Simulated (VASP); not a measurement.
# Re (P6_3/mmc) in VASP: a series of runs

Re is run at these levels: LDA; tasks: single point.

Program: VASP 6.6.1. These are calculated values, not measurements. Logs are shortened: lines on timing, memory, paths and dates and some standing lists are left out, and cuts for length are marked.

**1. The cell of the first run**

The structure is hexagonal, space group P6_3/mmc (No. 194). The conventional cell has a = 2.409 Å, b = 2.409 Å, c = 3.878 Å, α = 90.00°, β = 90.00°, γ = 120.00°. Within 3.2 Å of Re (site symmetry -6m2) lie 12 Re at 2.39 to 2.41 Å.

**2. Single point, LDA (9.75 Å³/atom)**

INCAR

```
SYSTEM = Re
  PREC = Accurate
  ENCUT = 520
  EDIFF = 1E-6
  ISMEAR = -1
  SIGMA = 0.08
  LREAL = .False.
  LASPH = .True.
  NELM = 60
  ALGO = Normal
  ISIF = 2
  LWAVE = .False.
  LCHARG = .False.
  NBANDS = 14
```

KPOINTS

```
regular mesh
0
Gamma
  18 18 10
  0 0 0
```

POSCAR

```
Re
1.0
    2.4092193053      0.0000000000      0.0000000000
   -1.2046096526      2.0864451217      0.0000000000
    0.0000000000      0.0000000000      3.8783041766
Re
2
Direct
    0.3333333333      0.6666666667      0.2500000000
    0.6666666667      0.3333333333      0.7500000000
```

Potentials or basis: VASP PAW LDA potentials, release 64 (Re).

On the command line:

```bash
$ cat potpaw_LDA.64/Re/POTCAR > POTCAR
$ mpirun -np 1 vasp_std > vasp.out
```

OUTCAR:

```text
SYSTEM = Re
   PREC = Accurate
   ENCUT = 520
   EDIFF = 1E-6
   ISMEAR = -1
   LREAL = .False.
   LASPH = .True.
   NELM = 60
   ISIF = 2

 ion  position               nearest neighbor table
   1  0.333  0.667  0.250-   2 2.39   2 2.39   2 2.39   2 2.39   2 2.39   2 2.39   2 3.39   2 3.39
                             2 3.39   2 3.39   2 3.39   2 3.39
   2  0.667  0.333  0.750-   1 2.39   1 2.39   1 2.39   1 2.39   1 2.39   1 2.39   1 3.39   1 3.39
                             1 3.39   1 3.39   1 3.39   1 3.39

  LATTYP: Found a hexagonal cell.
 ALAT       =     2.4092193053
 C/A-ratio  =     1.6097763155

  Lattice vectors:

 A1 = (   2.4092193053,   0.0000000000,   0.0000000000)
 A2 = (  -1.2046096526,   2.0864451217,   0.0000000000)
 A3 = (   0.0000000000,   0.0000000000,   3.8783041766)

Analysis of symmetry for initial positions (statically):
=====================================================================
 Subroutine PRICEL returns:
 Original cell was already a primitive cell.

 Routine SETGRP: Setting up the symmetry group for a
 hexagonal supercell.

 Subroutine GETGRP returns: Found 24 space group operations
 (whereof 12 operations were pure point group operations)
 out of a pool of 24 trial point group operations.

The static configuration has the point symmetry D_3d.
 The point group associated with its full space group is D_6h.

Analysis of symmetry for dynamics (positions and initial velocities):
=====================================================================
 Subroutine PRICEL returns:
 Original cell was already a primitive cell.

 Routine SETGRP: Setting up the symmetry group for a
 hexagonal supercell.

 Subroutine GETGRP returns: Found 24 space group operations
 (whereof 12 operations were pure point group operations)
 out of a pool of 24 trial point group operations.

The dynamic configuration has the point symmetry D_3d.
 The point group associated with its full space group is D_6h.

 Subroutine INISYM returns: Found 24 space group operations
 (whereof 12 operations are pure point group operations),
 and found     1 'primitive' translations

----------------------------------------------------------------------------------------

                                     Primitive cell

  volume of cell :      19.4951

  direct lattice vectors                    reciprocal lattice vectors
     2.409219305  0.000000000  0.000000000     0.415072218  0.239642057  0.000000000
    -1.204609653  2.086445122  0.000000000     0.000000000  0.479284113  0.000000000
     0.000000000  0.000000000  3.878304177     0.000000000  0.000000000  0.257844654

  length of vectors
     2.409219305  2.409219305  3.878304177     0.479284113  0.479284113  0.257844654

  position of ions in fractional coordinates (direct lattice)
     0.333333333  0.666666667  0.250000000
     0.666666667  0.333333333  0.750000000

  ion indices of the primitive-cell ions
   primitive index   ion index
                 1           1
                 2           2

----------------------------------------------------------------------------------------

 KPOINTS: regular mesh

Automatic generation of k-mesh.
 Grid dimensions read from file:
 generate k-points for:   18   18   10

 Generating k-lattice:

  Cartesian coordinates                     Fractional coordinates (reciprocal lattice)
     0.023059568  0.013313448  0.000000000     0.055555556  0.000000000  0.000000000
     0.000000000  0.026626895  0.000000000     0.000000000  0.055555556  0.000000000
     0.000000000  0.000000000  0.025784465     0.000000000  0.000000000  0.100000000

  Length of vectors
     0.026626895  0.026626895  0.025784465

  Shift w.r.t. Gamma in fractional coordinates (k-lattice)
     0.000000000  0.000000000  0.000000000

 Subroutine IBZKPT returns following result:
 ===========================================

 Found    222 irreducible k-points:

 Following reciprocal coordinates:
            Coordinates               Weight
  0.000000  0.000000  0.000000      1.000000
  0.055556  0.000000  0.000000      6.000000
  0.111111  0.000000  0.000000      6.000000
  0.166667  0.000000  0.000000      6.000000
  0.222222 -0.000000  0.000000      6.000000
  0.277778  0.000000  0.000000      6.000000
[... 16 lines left out ...]
  0.333333  0.111111  0.000000     12.000000
  0.388889  0.111111  0.000000     12.000000
 [... further k-points ...]
   k-points           NKPTS =    222   k-points in BZ     NKDIM =    222   number of bands    NBANDS=     14
   number of dos      NEDOS =    301   number of ions     NIONS =      2
   total plane-waves  NPLWV =   9720
   dimension x,y,z NGX =    18 NGY =   18 NGZ =   30
   dimension x,y,z NGXF=    36 NGYF=   36 NGZF=   60
   ions per type =               2
   NGX,Y,Z   is equivalent  to a cutoff of  12.42, 12.42, 12.86 a.u.
   NGXF,Y,Z  is equivalent  to a cutoff of  24.84, 24.84, 25.72 a.u.
 SYSTEM =  Re
   PREC   = accura    normal or accurate (medium, high low for compatibility)
   ISTART =      0    job   : 0-new  1-cont  2-samecut
   ICHARG =      2    charge: 1-file 2-atom 10-const
   ISPIN  =      1    spin polarized calculation?
   LNONCOLLINEAR =      F non collinear calculations
   LSORBIT =      F    spin-orbit coupling
   LASPH  =      T    aspherical Exc in radial PAW
   ENCUT  =  520.0 eV  38.22 Ry    6.18 a.u.   4.48  4.48  7.21*2*pi/ulx,y,z
   NELM   =     60;   NELMIN=  2; NELMDL= -5     # of ELM steps
   EDIFF  = 0.1E-05   stopping-criterion for ELM
   LREAL  =      F    real-space projection
   EDIFFG = 0.1E-04   stopping-criterion for IOM
   NSW    =      0    number of steps for IOM
   IBRION =     -1    ionic relax: 0-MD 1-quasi-New 2-CG
   NFREE  =      0    steps in history (QN), initial steepest desc. (CG)
   ISIF   =      2    stress and relaxation
   ISYM   =      2    0-nonsym 1-usesym 2-fastsym
   POTIM  = 0.5000    time-step for ionic-motion
   TEBEG  =    0.0;   TEEND  =   0.0 temperature during run
   PSTRESS=    0.0 pullay stress
   NELECT =      14.0000    total number of electrons
   NUPDOWN=      -1.0000    fix difference up-down
   EMIN   =  10.00;   EMAX   =-10.00  energy-range for DOS
   EFERMI =   0.00;   METHOD = LEGACY
   ISMEAR =    -1;   SIGMA  =   0.08  broadening in eV -4-tet -1-fermi 0-gaus
   EFERMI_NEDOS =   21; number of points for ismear=-14 and -15
   IALGO  =     38    algorithm
   IMIX   =      4    mixing-type and parameters
     AMIX     =   0.40;   BMIX     =  1.00
     AMIX_MAG =   1.60;   BMIX_MAG =  1.00
  volume/ion in A,a.u.               =       9.75        65.78
  Fermi-wavevector in a.u.,A,eV,Ry     =   1.466029  2.770392 29.242185  2.149240
  Thomas-Fermi vector in A             =   2.581815
   LORBIT       =      0    0 simple, 1 ext, 2 COOP (PROOUT), +10 PAW based schemes
   GGA     = CA    functional components
   LHFCALC =     F    Hartree Fock is set to
   AEXX    =    0.0000 exact exchange contribution
   IVDW    =     0    specifies the selected vdW correction
   LEPSILON=     F    determine dielectric tensor
   LRPA    =     F    only Hartree local field effects (RPA)
 non-spin polarized calculation
  energy-cutoff  :      520.00
  volume of cell :       19.50
 maximum number of plane-waves:       543
 NGX is ok and might be reduce to    18
   NGX =  9   NGY =  9   NGZ = 15

 number of electron      14.0000001 magnetization

 Free energy of the ion-electron system (eV)
  ---------------------------------------------------
  ext. energy  EPLUGINS =         0.00000000
  ---------------------------------------------------
  free energy    TOTEN  =       -19.94403742 eV

  energy without entropy =      -19.92581524  energy(sigma->0) =      -19.93492633

 E-fermi :  14.1862     XC(G=0): -16.1592

 val. band max:       14.1709814343   @ k =   0.3333   0.3333   0.0000
 cond. band min:      14.2013290617   @ k =   0.1667   0.1111   0.2000
 fundamental gap:      0.0303476274
 Fermi energy:        14.1862036794

 k-point     1 :       0.0000    0.0000    0.0000
  band No.  band energies     occupation
      1       1.6774      2.00000
      2       3.7006      2.00000
      3      10.7450      2.00000
      4      10.7450      2.00000
      5      10.9045      2.00000
      6      12.3599      2.00000
      7      12.3599      2.00000
      8      13.9220      1.92904
      9      13.9220      1.92904
     10      16.9954      0.00000
     11      19.4636      0.00000
     12      19.4636      0.00000
     13      28.2923      0.00000
     14      29.4803      0.00000

 k-point     2 :       0.0556    0.0000    0.0000
  band No.  band energies     occupation
      1       1.8972      2.00000
      2       3.9082      2.00000
      3      10.1460      2.00000
      4      10.9462      2.00000
      5      11.4205      2.00000
      6      12.1937      2.00000
      7      12.5577      2.00000
      8      13.5733      1.99906
      9      13.7237      1.99385
     10      15.9534      0.00000
     11      19.6380      0.00000
     12      20.8130      0.00000
     13      28.7975      0.00000
     14      29.7771      0.00000

 k-point     3 :       0.1111    0.0000    0.0000
  band No.  band energies     occupation
      1       2.5187      2.00000
      2       4.4695      2.00000
      3       9.3979      2.00000
      4      11.5431      2.00000
      5      11.6822      2.00000
      6      12.1459      2.00000
      7      12.4132      2.00000
      8      13.1426      2.00000
      9      13.2181      1.99999
     10      14.8305      0.00064
     11      20.0683      0.00000
     12      23.0004      0.00000
     13      30.2046      0.00000
     14      30.4472      0.00000
[... 324 lines left out ...]
 k-point    23 :       0.3333    0.1111    0.0000
  band No.  band energies     occupation
      1       4.7545      2.00000
      2       5.5246      2.00000
      3       6.2185      2.00000
      4      10.0521      2.00000
      5      10.9334      2.00000
      6      12.4736      2.00000
      7      12.6339      2.00000
      8      17.8797      0.00000
      9      19.5967      0.00000
     10      21.2530      0.00000
     11      22.4826      0.00000
     12      29.4206      0.00000
     13      30.3549      0.00000
     14      30.8174      0.00000

 k-point    24 :       0.3889    0.1111    0.0000
  band No.  band energies     occupation
      1       4.4521      2.00000
      2       5.0169      2.00000
      3       6.1547      2.00000
      4       9.9955      2.00000
      5      11.9120      2.00000
      6      12.1265      2.00000
      7      13.2299      1.99999
      8      19.5932      0.00000
      9      20.5467      0.00000
     10      21.3067      0.00000
     11      24.2886      0.00000
     12      28.4199      0.00000
     13      29.9088      0.00000
     14      29.9564      0.00000

 [... further k-points ...]
[... 5 lines left out ...]
  --------------------------------------------------------------------------------------
  -------------------------------------------------------------------------------------
  Total       44.5929753     44.5929753     44.4250708      0.0000000      0.0000000      0.0000000
  in kB     3664.8133731   3664.8133732   3651.0143712      0.0000001      0.0000000      0.0000000
  external PRESSURE =    3660.2137058 kB  Pullay stress =       0.0000000 kB

 VOLUME and BASIS-vectors are now :
 -----------------------------------------------------------------------------
  energy-cutoff  :      520.00
  volume of cell :       19.50
      direct lattice vectors                 reciprocal lattice vectors
     2.409219305  0.000000000  0.000000000     0.415072218  0.239642057  0.000000000
    -1.204609653  2.086445122  0.000000000     0.000000000  0.479284113  0.000000000
     0.000000000  0.000000000  3.878304177     0.000000000  0.000000000  0.257844654

 POSITION                                       TOTAL-FORCE (eV/Angst)
 -----------------------------------------------------------------------------------
     -0.00000      1.39096      0.96958         0.000000      0.000000      0.000000
      1.20461      0.69548      2.90873        -0.000000     -0.000000      0.000000
 -----------------------------------------------------------------------------------
    total drift:                                0.000000     -0.000000     -0.000000

  FREE ENERGIE OF THE ION-ELECTRON SYSTEM (eV)
  ---------------------------------------------------
  free  energy   TOTEN  =       -19.9440374164 eV

  energy  without entropy=      -19.9258152367  energy(sigma->0) =      -19.93492633
```

Run time: 33 s. Hardware: 1 thread of Intel Xeon Platinum 8488C (Sapphire Rapids), shared host; peak memory 0.16 GiB.

What came out:

| Quantity | Value |
| --- | --- |
| Free energy | -19.9440 eV |
| Pressure | 366.0 GPa |
| Band gap on the k mesh | zero (bands 7 and 8 overlap by 7.14 eV) |

Stress tensor (GPa, compression positive):
```
366.48   0.00   0.00
  0.00 366.48   0.00
  0.00   0.00 365.10
```

Levels at points of the mesh, in eV from the Fermi level:
| k point | band 4 | band 5 | band 6 | band 7 | band 8 | band 9 | band 10 | band 11 |
| --- | --- | --- | --- | --- | --- | --- | --- | --- |
| (0.00, 0.00, 0.00) | -3.44 | -3.28 | -1.83 | -1.83 | -0.26 | -0.26 | 2.81 | 5.28 |
| (0.50, 0.00, 0.00) | -4.09 | -2.02 | -1.13 | -0.86 | 6.85 | 7.78 | 7.94 | 10.82 |
| (0.00, 0.00, 0.50) | -3.64 | -3.64 | -3.64 | -3.50 | -3.50 | 4.20 | 4.20 | 4.20 |
| (0.50, 0.00, 0.50) | -7.57 | 0.14 | 0.14 | 2.65 | 2.65 | 7.46 | 7.46 | 8.40 |

Caveat: the cell stands under pressure; spin-orbit coupling is left out, which moves the levels of the heavy elements.

**3. Single point, LDA (9.75 Å³/atom)**

INCAR

```
  ALGO = Normal
  EDIFF = 1E-6
  ENCUT = 520
  GGA = CA
  ISIF = 2
  ISMEAR = -1
  LASPH = True
  LCHARG = False
  LREAL = False
  LWAVE = False
  NBANDS = 14
  NELM = 60
  PREC = Accurate
  SIGMA = 0.08
```

KPOINTS

```
k-points
0
Gamma
  18 18 10
```

POSCAR is that of step 2.

Potentials or basis: VASP PAW LDA potentials, release 64 (Re).

On the command line:

```bash
$ cat potpaw_LDA.64/Re/POTCAR > POTCAR
$ mpirun -np 1 vasp_std > vasp.out
```

It took 33 s on 1 thread of Intel Xeon Platinum 8488C (Sapphire Rapids), shared host; peak memory 0.16 GiB.

The run converged. Its results:

```yaml
Free_energy: -19.9440 eV
Pressure: 366.0 GPa
Band_gap_on_the_k_mesh: zero (bands 7 and 8 overlap by 7.14 eV)
```

Stress tensor (GPa, compression positive):
```
366.48   0.00   0.00
  0.00 366.48   0.00
  0.00   0.00 365.10
```

Levels at points of the mesh, in eV from the Fermi level:
```csv
k point,band 4,band 5,band 6,band 7,band 8,band 9,band 10,band 11
"(0.00, 0.00, 0.00)",-3.44,-3.28,-1.83,-1.83,-0.26,-0.26,2.81,5.28
"(0.50, 0.00, 0.00)",-4.09,-2.02,-1.13,-0.86,6.85,7.78,7.94,10.82
"(0.00, 0.00, 0.50)",-3.64,-3.64,-3.64,-3.50,-3.50,4.20,4.20,4.20
"(0.50, 0.00, 0.50)",-7.57,0.14,0.14,2.65,2.65,7.46,7.46,8.40
```

Caveat: the cell stands under pressure; spin-orbit coupling is left out, which moves the levels of the heavy elements.

**4. Single point, LDA (12.61 Å³/atom)**

This run uses another cell than the first one, of 12.61 Å³/atom.

INCAR

```
SYSTEM = Re
ALGO = Normal
EDIFF = 1E-6
ENCUT = 520
ISIF = 2
ISMEAR = -1
LASPH = .TRUE.
LCHARG = .FALSE.
LREAL = .FALSE.
LWAVE = .FALSE.
NBANDS = 14
NELM = 100
PREC = Accurate
SIGMA = 0.08
```

KPOINTS

```
k-points
0
G
  18 18 10
  0 0 0
```

POSCAR

```
Re
1.0
    2.6233866484      0.0000000000      0.0000000000
   -1.3116933242      2.2719194815      0.0000000000
    0.0000000000      0.0000000000      4.2329553620
Re
2
Direct
    0.3333333333      0.6666666667      0.2500000000
    0.6666666667      0.3333333333      0.7500000000
```

On the command line:

```bash
$ cat potpaw_LDA.64/Re/POTCAR > POTCAR
$ mpirun -np 1 vasp_std > vasp.out
```

It took 43 s on 1 thread of Intel Xeon Platinum 8488C (Sapphire Rapids), shared host; peak memory 0.18 GiB.

The run converged. Its results:

```
Free energy            : -26.8301 eV
Pressure               : 72.4 GPa
Band gap on the k mesh : zero (bands 7 and 8 overlap by 4.42 eV)
```

Stress tensor (GPa, compression positive):
```
72.49  0.00  0.00
 0.00 72.49  0.00
 0.00  0.00 72.30
```

Levels at points of the mesh, in eV from the Fermi level:
| k point | band 5 | band 6 | band 7 | band 8 | band 9 | band 10 |
| --- | --- | --- | --- | --- | --- | --- |
| (0.00, 0.00, 0.00) | -2.06 | -1.02 | -1.02 | 0.12 | 0.12 | 1.22 |
| (0.50, 0.00, 0.00) | -1.63 | -1.60 | -0.68 | 4.95 | 5.50 | 5.65 |
| (0.00, 0.00, 0.50) | -2.25 | -2.25 | -2.25 | -2.25 | 3.14 | 3.14 |
| (0.50, 0.00, 0.50) | 0.38 | 0.38 | 1.43 | 1.43 | 5.35 | 5.35 |

Caveat: the cell stands under pressure; spin-orbit coupling is left out, which moves the levels of the heavy elements.
